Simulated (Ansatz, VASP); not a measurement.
# CdS: VASP beside Ansatz

```
Cd S
1.0
     4.15000    0.00000    0.00000
    -2.07500    3.59401    0.00000
     0.00000    0.00000    6.73700
Cd S
2 2
Direct
  0.66667 0.33333 0.50000
  0.33333 0.66667 0.00000
  0.66667 0.33333 0.87500
  0.33333 0.66667 0.37500
```

Alike in both runs: task relaxation of cell and atoms; functional PBEsol; k mesh 7 × 7 × 4; occupations fermi-dirac, width 0.05 eV; no spin polarisation.

|  | VASP | Ansatz |
| --- | --- | --- |
| version | VASP 6.6.1 | Ansatz 0.2.0 |
| potentials or method | VASP PAW PBE potentials, release 64 (Cd, S), cutoff 600 eV | all-electron LAPW, scalar-relativistic |

Ansatz gave:

* relaxed volume (Å³/atom): 24.71
* relaxed cell length with the largest relative difference (Å): 6.713

Q: Estimate VASP's values.

A: Relaxed volume (Å³/atom): 24.83; relaxed cell length with the largest relative difference (Å): 6.726.

VASP's potentials were made for PBE, not for PBEsol. Ansatz ran all-electron here, and VASP with PAW potentials.
